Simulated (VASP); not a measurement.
# Sb (Pm-3m) in VASP: notebook, part 2 of 2

VASP 6.6.1. Earlier steps stand in the parts before.

## 5. Electric field gradients, PBE (volume scaled by 0.98)

INCAR reads:

```
SYSTEM = Sb
PREC     = Accurate       ! precision mode
ENCUT    = 520            ! plane-wave cutoff, eV
EDIFF    = 1E-8           ! SCF threshold, eV
ISMEAR   = -1             ! smearing method
SIGMA    = 0.05           ! smearing width, eV
LREAL    = .False.        ! projectors in reciprocal space
LASPH    = .True.         ! aspherical terms in the spheres
NELM     = 100            ! most SCF steps
ALGO     = Normal         ! electronic algorithm
ISIF     = 2              ! what is computed and relaxed
LWAVE    = .False.        ! write WAVECAR
LCHARG   = .False.        ! write CHGCAR
GGA      = PE             ! functional
LEFG     = .True.       
NBANDS   = 8              ! bands
```

KPOINTS reads:

```
Automatic mesh
0
Gamma
  13 13 13
  0 0 0
```

POSCAR reads:

```
Sb
1.0
    3.1387913073      0.0000000000      0.0000000000
    0.0000000000      3.1387913073      0.0000000000
    0.0000000000      0.0000000000      3.1387913073
Sb
1
Direct
    0.0000000000      0.0000000000      0.0000000000
```

Potentials or basis: VASP PAW PBE potentials, release 64 (Sb).

Command:

```bash
> cat potpaw_PBE.64/Sb/POTCAR > POTCAR
> mpirun -np 1 vasp_std > vasp.out
```

OUTCAR:

```text
SYSTEM = Sb
   PREC = Accurate
   ENCUT = 520
   EDIFF = 1E-8
   ISMEAR = -1
   LREAL = .False.
   LASPH = .True.
   NELM = 100
   ISIF = 2
   GGA = PE

 ion  position               nearest neighbor table
   1  0.000  0.000  0.000-

  LATTYP: Found a simple cubic cell.
 ALAT       =     3.1387913073

  Lattice vectors:

 A1 = (   3.1387913073,   0.0000000000,   0.0000000000)
 A2 = (   0.0000000000,   3.1387913073,   0.0000000000)
 A3 = (   0.0000000000,   0.0000000000,   3.1387913073)

Analysis of symmetry for initial positions (statically):
=====================================================================
 Subroutine PRICEL returns:
 Original cell was already a primitive cell.

 Routine SETGRP: Setting up the symmetry group for a
 simple cubic supercell.

 Subroutine GETGRP returns: Found 48 space group operations
 (whereof 48 operations were pure point group operations)
 out of a pool of 48 trial point group operations.

[... 442 lines left out ...]

 VOLUME and BASIS-vectors are now :
 -----------------------------------------------------------------------------
  energy-cutoff  :      520.00
  volume of cell :       30.92
      direct lattice vectors                 reciprocal lattice vectors
     3.138791307  0.000000000  0.000000000     0.318593975  0.000000000  0.000000000
     0.000000000  3.138791307  0.000000000     0.000000000  0.318593975  0.000000000
     0.000000000  0.000000000  3.138791307     0.000000000  0.000000000  0.318593975

 POSITION                                       TOTAL-FORCE (eV/Angst)
 -----------------------------------------------------------------------------------
      0.00000      0.00000      0.00000         0.000000      0.000000      0.000000
 -----------------------------------------------------------------------------------
    total drift:                                0.000000      0.000000      0.000000

  FREE ENERGIE OF THE ION-ELECTRON SYSTEM (eV)
  ---------------------------------------------------
  free  energy   TOTEN  =        -4.1017681033 eV

  energy  without entropy=       -4.0988365670  energy(sigma->0) =       -4.10030234

 Electric field gradients (V/A^2)
---------------------------------------------------------------------
 ion       V_xx      V_yy      V_zz      V_xy      V_xz      V_yz
---------------------------------------------------------------------
   1      -0.000    -0.000    -0.000     0.000    -0.000    -0.000
---------------------------------------------------------------------

 Electric field gradients after diagonalization (V/A^2)
 (convention: |V_zz| > |V_xx| > |V_yy|)
----------------------------------------------------------------------
 ion       V_xx      V_yy      V_zz     asymmetry (V_yy - V_xx)/ V_zz
----------------------------------------------------------------------
   1      -0.000    -0.000    -0.000      -0.450
----------------------------------------------------------------------

           NMR quadrupolar parameters

 Cq : quadrupolar parameter    Cq=e*Q*V_zz/h
 eta: asymmetry parameters     (V_yy - V_xx)/ V_zz
 Q  : nuclear electric quadrupole moment in mb (millibarn)
----------------------------------------------------------------------
 ion       Cq(MHz)       eta       Q (mb)
----------------------------------------------------------------------
   1      -0.000      -0.450       1.000
----------------------------------------------------------------------
```

OSZICAR:

```text
N       E                     dE             d eps       ncg     rms          rms(c)
DAV:   1     0.500304102725E+01    0.50030E+01   -0.16410E+03  1352   0.407E+02
DAV:   2    -0.398566448799E+01   -0.89887E+01   -0.87235E+01  1920   0.509E+01
DAV:   3    -0.409661646608E+01   -0.11095E+00   -0.11085E+00  1624   0.648E+00
DAV:   4    -0.409710094526E+01   -0.48448E-03   -0.48448E-03  2112   0.513E-01
DAV:   5    -0.409710251739E+01   -0.15721E-05   -0.15713E-05  1640   0.194E-02    0.182E+00
DAV:   6    -0.409983905175E+01   -0.27365E-02   -0.95589E-04  1784   0.200E-01    0.107E+00
DAV:   7    -0.410171257180E+01   -0.18735E-02   -0.23090E-03  1504   0.305E-01    0.791E-02
DAV:   8    -0.410176429127E+01   -0.51719E-04   -0.79124E-05  1888   0.608E-02    0.654E-03
DAV:   9    -0.410176754334E+01   -0.32521E-05   -0.24552E-06  1800   0.100E-02    0.198E-03
DAV:  10    -0.410176808997E+01   -0.54663E-06   -0.86738E-07  1680   0.502E-03    0.679E-04
DAV:  11    -0.410176804262E+01    0.47346E-07   -0.98622E-09  1784   0.640E-04    0.265E-04
DAV:  12    -0.410176809459E+01   -0.51973E-07   -0.33670E-09  1688   0.351E-04    0.748E-05
DAV:  13    -0.410176810334E+01   -0.87422E-08   -0.48907E-11   824   0.436E-05
   1 F= -.41017681E+01 E0= -.41003023E+01  d E =-.293154E-02
```

It took 22 s on 1 thread of Intel Xeon 8259CL, shared host; peak memory 0.14 GiB.

What came out:

| Quantity | Value |
| --- | --- |
| Free energy | -4.1018 eV |
| Pressure | -1.6 GPa |

Levels at points of the mesh, in eV from the Fermi level:
```csv
k point,band 1,band 2,band 3,band 4,band 5,band 6,band 7
"(0.00, 0.00, 0.00)",-12.18,3.11,3.11,3.11,6.82,6.82,7.98
```

Caveat: without QUAD_EFG the Cq values of the log hold for a quadrupole moment of 1 mb, not for the nuclei; spin-orbit coupling is left out, which moves the levels of the heavy elements.

## 6. Electric field gradients, PBE (volume scaled by 0.98)

INCAR reads:

```
ALGO = Normal ; EDIFF = 1E-8
ENCUT = 520 ; GGA = PE
ISIF = 2 ; ISMEAR = -1
LASPH = True ; LCHARG = False
LEFG = True ; LREAL = False
LWAVE = False ; NBANDS = 8
NELM = 80 ; PREC = Accurate
SIGMA = 0.05
```

KPOINTS reads:

```
k-points
0
Gamma
  13 13 13
```

POSCAR is that of step 5.

Potentials or basis: VASP PAW PBE potentials, release 64 (Sb).

Command:

```bash
> cat potpaw_PBE.64/Sb/POTCAR > POTCAR
> mpirun -np 1 vasp_std > vasp.out
```

OUTCAR:

```text
EDIFF = 1E-8
   ENCUT = 520
   GGA = PE
   ISIF = 2
   ISMEAR = -1
   LASPH = True
   LREAL = False
   NELM = 80
   PREC = Accurate

 ion  position               nearest neighbor table
   1  0.000  0.000  0.000-

  LATTYP: Found a simple cubic cell.
 ALAT       =     3.1387913073

  Lattice vectors:

 A1 = (   3.1387913073,   0.0000000000,   0.0000000000)
[... 470 lines left out ...]
 -----------------------------------------------------------------------------------
    total drift:                                0.000000      0.000000      0.000000

  FREE ENERGIE OF THE ION-ELECTRON SYSTEM (eV)
  ---------------------------------------------------
  free  energy   TOTEN  =        -4.1017681033 eV

  energy  without entropy=       -4.0988365670  energy(sigma->0) =       -4.10030234

 Electric field gradients (V/A^2)
---------------------------------------------------------------------
 ion       V_xx      V_yy      V_zz      V_xy      V_xz      V_yz
---------------------------------------------------------------------
   1      -0.000    -0.000    -0.000     0.000    -0.000    -0.000
---------------------------------------------------------------------

 Electric field gradients after diagonalization (V/A^2)
 (convention: |V_zz| > |V_xx| > |V_yy|)
----------------------------------------------------------------------
 ion       V_xx      V_yy      V_zz     asymmetry (V_yy - V_xx)/ V_zz
----------------------------------------------------------------------
   1      -0.000    -0.000    -0.000      -0.450
----------------------------------------------------------------------

           NMR quadrupolar parameters

 Cq : quadrupolar parameter    Cq=e*Q*V_zz/h
 eta: asymmetry parameters     (V_yy - V_xx)/ V_zz
 Q  : nuclear electric quadrupole moment in mb (millibarn)
----------------------------------------------------------------------
 ion       Cq(MHz)       eta       Q (mb)
----------------------------------------------------------------------
   1      -0.000      -0.450       1.000
----------------------------------------------------------------------
```

OSZICAR:

```text
N       E                     dE             d eps       ncg     rms          rms(c)
DAV:   1     0.500304102725E+01    0.50030E+01   -0.16410E+03  1352   0.407E+02
DAV:   2    -0.398566448799E+01   -0.89887E+01   -0.87235E+01  1920   0.509E+01
DAV:   3    -0.409661646608E+01   -0.11095E+00   -0.11085E+00  1624   0.648E+00
DAV:   4    -0.409710094526E+01   -0.48448E-03   -0.48448E-03  2112   0.513E-01
DAV:   5    -0.409710251739E+01   -0.15721E-05   -0.15713E-05  1640   0.194E-02    0.182E+00
DAV:   6    -0.409983905175E+01   -0.27365E-02   -0.95589E-04  1784   0.200E-01    0.107E+00
DAV:   7    -0.410171257180E+01   -0.18735E-02   -0.23090E-03  1504   0.305E-01    0.791E-02
DAV:   8    -0.410176429127E+01   -0.51719E-04   -0.79124E-05  1888   0.608E-02    0.654E-03
DAV:   9    -0.410176754334E+01   -0.32521E-05   -0.24552E-06  1800   0.100E-02    0.198E-03
DAV:  10    -0.410176808997E+01   -0.54663E-06   -0.86738E-07  1680   0.502E-03    0.679E-04
DAV:  11    -0.410176804262E+01    0.47346E-07   -0.98622E-09  1784   0.640E-04    0.265E-04
DAV:  12    -0.410176809459E+01   -0.51973E-07   -0.33670E-09  1688   0.351E-04    0.748E-05
DAV:  13    -0.410176810334E+01   -0.87422E-08   -0.48907E-11   824   0.436E-05
   1 F= -.41017681E+01 E0= -.41003023E+01  d E =-.293154E-02
```

Wall time 22 s (1 thread of Intel Xeon 8259CL, shared host); peak memory 0.14 GiB.

What came out:

| Item | Value |
| --- | --- |
| Free energy | -4.1018 eV |
| Pressure | -1.6 GPa |

Caveat: without QUAD_EFG the Cq values of the log hold for a quadrupole moment of 1 mb, not for the nuclei; spin-orbit coupling is left out, which moves the levels of the heavy elements.

## 7. Summary

```tsv
cell	gap on the mesh (eV)	pressure (GPa)
a = 3.095 Å, 1 atom	none	0.6
a = 3.117 Å, 1 atom	none	-0.6
a = 3.128 Å, 1 atom	none	-1.1
a = 3.139 Å, 1 atom	none	-1.6
```

Alike in all rows: task electric field gradients; level PBE; potentials or basis VASP PAW PBE potentials, release 64 (Sb); no spin polarisation; k mesh 13 × 13 × 13; cutoff (eV) 520; smearing fermi-dirac 0.05 eV.

Caveats: spin-orbit coupling is left out, which moves the levels of the heavy elements.

Total energies depend on the potentials used, so only differences within one code and one set of settings carry meaning.
